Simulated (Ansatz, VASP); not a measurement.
## Two plane-wave programs on AlN

File INCAR:

```
PREC = Accurate
ENCUT = 520
EDIFF = 1E-6
ISMEAR = 0
SIGMA = 0.05
LREAL = False
LASPH = True
NELM = 60
ALGO = Normal
ISIF = 2
LWAVE = False
LCHARG = True
GGA = PS
LELF = True
LVHAR = True
NBANDS = 36
```

Contents of KPOINTS:

```
Automatic mesh
0
Gamma
  9 9 2
```

POSCAR

```
AlN
1.0
    2.0226209166     -2.0226209166      0.0000000000
    2.0226209166      0.0000000000     -2.0226209166
    9.7761359383      7.2476575305      7.2476575305
Al N
6 6
Direct
    0.5451291667      0.5451291667      0.2916666667
   -0.0520875000     -0.0520875000      0.1250000000
    0.1423458333      0.1423458333      0.4583333333
    0.3367791667      0.3367791667      0.7916666667
    0.7395625000      0.7395625000      0.6250000000
   -0.0660041667     -0.0660041667      0.9583333333
    0.8437375000     -0.1562625000      0.3750000000
    0.2465208333      0.2465208333      0.2083333333
    0.4409541667      0.4409541667      0.5416666667
    0.6353875000      0.6353875000      0.8750000000
    0.0381708333      0.0381708333      0.7083333333
    0.6493041667      0.6493041667      0.0416666667
```

Input for Ansatz:

```yaml
crystal:
  lattice:
    - [2.0226209166, -2.0226209166, 0.0]
    - [2.0226209166, 0.0, -2.0226209166]
    - [9.7761359383, 7.2476575305, 7.2476575305]
  atoms:
    - { symbol: Al, position: [0.5451291667, 0.5451291667, 0.2916666667] }
    - { symbol: Al, position: [-0.0520875, -0.0520875, 0.125] }
    - { symbol: Al, position: [0.1423458333, 0.1423458333, 0.4583333333] }
    - { symbol: Al, position: [0.3367791667, 0.3367791667, 0.7916666667] }
    - { symbol: Al, position: [0.7395625, 0.7395625, 0.625] }
    - { symbol: Al, position: [-0.0660041667, -0.0660041667, 0.9583333333] }
    - { symbol: "N", position: [0.8437375, -0.1562625, 0.375] }
    - { symbol: "N", position: [0.2465208333, 0.2465208333, 0.2083333333] }
    - { symbol: "N", position: [0.4409541667, 0.4409541667, 0.5416666667] }
    - { symbol: "N", position: [0.6353875, 0.6353875, 0.875] }
    - { symbol: "N", position: [0.0381708333, 0.0381708333, 0.7083333333] }
    - { symbol: "N", position: [0.6493041667, 0.6493041667, 0.0416666667] }
basis:
  ecutwfc: 420
kpoints:
  mp_grid: { grid: [9, 9, 2] }
hamiltonian:
  xc: pbesol
scf:
  occupations: { method: gaussian, width: 0.05 }
output:
  forces: true
  stress: true
  eigenvalues: true
```

Alike in both runs: task single point; functional PBEsol; k mesh 9 × 9 × 2; occupations gaussian, width 0.05 eV; no spin polarisation.

|  | VASP | Ansatz |
| --- | --- | --- |
| version | VASP 6.6.1 | Ansatz 0.2.0 |
| potentials or method | VASP PAW PBE potentials, release 64 (Al, N), cutoff 520 eV | scalar-relativistic, plane waves, PAW |
| valence electrons in the cell | 48 | 48 |

|  | VASP | Ansatz | Ansatz less VASP |
| --- | --- | --- | --- |
| gap on the k mesh at the Fermi level (eV) | 3.50 | 3.50 | +0.005 |
| least direct gap on the mesh (eV) | 4.31 | 4.30 | -0.013 |
| pressure (GPa) | 6.4 | 6.4 | +0.03 |
| traceless stress, the component that is largest in VASP (GPa) | 7.14 | 7.03 | -0.110 |
| rms of the force components (eV/Å) | 1.218 | 1.203 | -0.0148 |

VASP's potentials were made for PBE, not for PBEsol. Atom by atom the forces differ by 0.016 eV/Å (rms over components).
